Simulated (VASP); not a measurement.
Here is a VASP 6.6.1 calculation.

File INCAR:

```
ALGO = Normal
EDIFF = 1E-6
EDIFFG = -0.01
ENCUT = 600
GGA = PS
IBRION = 2
ISIF = 3
ISMEAR = -1
LASPH = True
LCHARG = False
LREAL = False
LWAVE = False
NELM = 100
NSW = 80
PREC = Accurate
SIGMA = 0.1
```

File KPOINTS:

```
k-points
0
Gamma
  7 7 7
```

File POSCAR:

```
Cs
1.0
    4.9225963477      0.0000000000      0.0000000000
    0.0000000000      4.9225963477      0.0000000000
    0.0000000000      0.0000000000      4.9225963477
Cs
1
Direct
    0.0000000000      0.0000000000      0.0000000000
```

Potentials or basis: VASP PAW PBE potentials, release 64 (Cs_sv).

The run is started by

```sh
$ cat potpaw_PBE.64/Cs_sv/POTCAR > POTCAR
$ mpirun -np 1 vasp_std > vasp.out
```

**Question.** What does it give for the band gap on the k mesh?

**Answer.** Zero (an odd number of electrons rules out a gap without spin polarisation).

Final structure:
```
Cs
1.0
     4.92260    0.00000    0.00000
     0.00000    4.92260    0.00000
     0.00000    0.00000    4.92260
Cs
1
Cartesian
  0.0000 0.0000 0.0000
```

Caveat: the relaxation stopped at its first step, so nothing moved; spin-orbit coupling is left out, which moves the levels of the heavy elements.
